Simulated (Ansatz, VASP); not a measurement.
## Two plane-wave programs on TaF3

INCAR

```
  PREC = Accurate
  ENCUT = 520
  EDIFF = 1E-6
  ISMEAR = 0
  SIGMA = 0.15
  LREAL = False
  LASPH = True
  NELM = 100
  ALGO = Normal
  ISIF = 2
  LWAVE = False
  LCHARG = False
  GGA = PE
  NBANDS = 24
```

KPOINTS

```
regular mesh
0
Gamma
  12 12 12
```

The input POSCAR:

```
TaF3
1.0
    3.9012000000      0.0000000000      0.0000000000
    0.0000000000      3.9012000000      0.0000000000
    0.0000000000      0.0000000000      3.8426820000
Ta F
1 3
Direct
    0.0000000000      0.0000000000      0.0000000000
    0.5000000000      0.0000000000      0.0000000000
    0.0000000000      0.5000000000      0.0000000000
    0.0000000000      0.0000000000      0.5000000000
```

Input for Ansatz:

```yaml
crystal:
  lattice:
    - [3.9012, 0.0, 0.0]
    - [0.0, 3.9012, 0.0]
    - [0.0, 0.0, 3.842682]
  atoms:
    - { symbol: Ta, position: [0.0, 0.0, 0.0] }
    - { symbol: F, position: [0.5, 0.0, 0.0] }
    - { symbol: F, position: [0.0, 0.5, 0.0] }
    - { symbol: F, position: [0.0, 0.0, 0.5] }
basis:
  ecutwfc: 420
kpoints:
  mp_grid: { grid: [12, 12, 12] }
hamiltonian:
  xc: pbe
scf:
  occupations: { method: gaussian, width: 0.15 }
output:
  forces: true
  stress: true
  eigenvalues: true
  write_density: true
  write_potential: true
  elf: true
  volumetric_format: npy
```

Change from the starting cell: strain +0.000 along x and y, -0.015 along z, atoms carried along.

Alike in both runs: task single point; functional PBE; k mesh 12 × 12 × 12; occupations gaussian, width 0.15 eV; no spin polarisation.

|  | VASP | Ansatz |
| --- | --- | --- |
| version | VASP 6.6.1 | Ansatz 0.2.0 |
| potentials or method | VASP PAW PBE potentials, release 64 (Ta_pv, F), cutoff 520 eV | scalar-relativistic, plane waves, PAW |
| valence electrons in the cell | 32 | 34 |

|  | VASP | Ansatz | Ansatz less VASP |
| --- | --- | --- | --- |
| gap on the k mesh at the Fermi level (eV) | none | none | - |
| pressure (GPa) | 29.4 | 28.9 | -0.54 |
| traceless stress, the component that is largest in VASP (GPa) | 4.83 | 4.73 | -0.102 |

A gap of «none» marks a metal or a gap that the smearing closes. Both programs put the cell under a high pressure, so it lies far from rest at this level. VASP's potentials hold 32 valence electrons a cell and Ansatz's 34, so a difference there can come from the potentials and not from the codes.

Neither program's run includes spin-orbit coupling.
